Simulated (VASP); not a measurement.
C, 2 atoms in the cell. The structure is orthorhombic, space group Fmmm (No. 69). Conventional cell: a = 2.456 Å, b = 4.254 Å, c = 6.696 Å, α = 90.00°, β = 90.00°, γ = 90.00°. Within 1.9 Å of C (site symmetry m2m) lie 3 C at 1.42 Å. 

| Item | Value |
| --- | --- |
| Program | VASP 6.6.1 |
| Task | single point |
| Functional | LDA |
| Potentials or basis | VASP PAW LDA potentials, release 64 (C) |
| Cutoff | 520 eV |
| k mesh | 16 × 16 × 16 |
| Occupations | methfessel-paxton, width 0.5 eV |
| Spin | no spin polarisation |
| Dipole correction | no |
| Further INCAR settings | ALGO = Normal; EDIFF = 1e-06; NBANDS = 11 |

Potentials or basis: VASP PAW LDA potentials, release 64 (C).

Command:

```console
$ cat potpaw_LDA.64/C/POTCAR > POTCAR
$ mpirun -np 1 vasp_std > vasp.out
```

Hardware: 1 thread of Intel(R) Xeon(R) Platinum 8259CL CPU @ 2.50GHz (Skylake/Cascade Lake), with other jobs on the host.

Estimate the wall time of this run.

Run time: 110 s on 1 thread of Intel(R) Xeon(R) Platinum 8259CL CPU @ 2.50GHz (Skylake/Cascade Lake), with other jobs on the host, peak memory 0.2 GiB. Counts: scf iterations 12, k points 621.
